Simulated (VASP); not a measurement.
Here is a VASP 6.6.1 calculation.

The input INCAR:

```
SYSTEM = NiO
PREC = Accurate
ENCUT = 520
EDIFF = 1E-7
ISMEAR = -1
SIGMA = 0.05
LREAL = .False.
LASPH = .True.
NELM = 150
ALGO = Normal
ISIF = 2
LWAVE = .False.
LCHARG = .False.
ISPIN = 2
MAGMOM = 1 0
LORBIT = 11
LMAXMIX = 4
GGA = B5
ALDAX = 1.0
AGGAX = 1.0
AGGAC = 1.0
ALDAC = 0.0
IVDW = 12
VDW_S6 = 1.0
VDW_S8 = 2.6996
VDW_A1 = 0.4298
VDW_A2 = 4.2359
NBANDS = 19
```

File KPOINTS:

```
regular mesh
0
Gamma
  11 11 11
  0 0 0
```

File POSCAR:

```
NiO
1.0
    0.0000000000      2.0997159621      2.0997159621
    2.0997159621      0.0000000000      2.0997159621
    2.0997159621      2.0997159621      0.0000000000
Ni O
1 1
Direct
    0.0000000000      0.0000000000      0.0000000000
    0.5000000000      0.5000000000      0.5000000000
```

Potentials or basis: VASP PAW PBE potentials, release 64 (Ni, O).

Run with:

```bash
$ cat potpaw_PBE.64/Ni/POTCAR potpaw_PBE.64/O/POTCAR > POTCAR
$ mpirun -np 1 vasp_std > vasp.out
```

**Question.** Estimate the net moment.

**Answer.** 1.68 μB per cell.

**Question.** Predict the dispersion energy per atom.

**Answer.** -0.563 eV.

**Question.** Estimate the pressure.

**Answer.** 1.5 GPa.

**Question.** Predict the site moments.

**Answer.** Ni +1.38; O +0.26 μB.

Caveat: the PAW data sets were made with another functional, which shifts forces and pressure a little; a cell with one magnetic atom can't hold antiferromagnetic order, which such compounds often take.
